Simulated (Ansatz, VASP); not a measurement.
## Sr3Ru in VASP and in Ansatz

```
CELL_PARAMETERS angstrom
7.81644 0.00000 0.00000
-3.90822 6.76924 0.00000
0.00000 0.00000 5.03996
ATOMIC_POSITIONS crystal
Sr 0.81223 0.62447 0.25000
Sr 0.18777 0.81223 0.75000
Sr 0.37553 0.18777 0.25000
Sr 0.18777 0.37553 0.75000
Sr 0.81223 0.18777 0.25000
Sr 0.62447 0.81223 0.75000
Ru 0.33333 0.66667 0.25000
Ru 0.66667 0.33333 0.75000
```

Alike in both runs: functional PBE; k mesh 3 × 3 × 4; occupations gaussian, width 0.1 eV; no spin polarisation.

Ansatz relaxed the structure, and its values are those at the end. VASP's run is a single point on that final structure, the one shown.

```csv
,VASP,Ansatz
version,VASP 6.6.1,Ansatz 0.2.0
potentials or method,"VASP PAW PBE potentials, release 64 (Sr_sv, Ru_pv), cutoff 520 eV","scalar-relativistic, plane waves, PAW"
valence electrons in the cell,88,92
```

```csv
,VASP,Ansatz,Ansatz less VASP
gap on the k mesh at the Fermi level (eV),none,none,-
pressure (GPa),0.3,0.2,-0.09
rms of the force components (eV/Å),0.010,0.001,-0.0089
```

A gap of «none» marks a metal or a gap that the smearing closes. The functional is the same, so the differences come from potentials, cutoffs and numerics. VASP's potentials hold 88 valence electrons a cell and Ansatz's 92, so a difference there can come from the potentials and not from the codes.
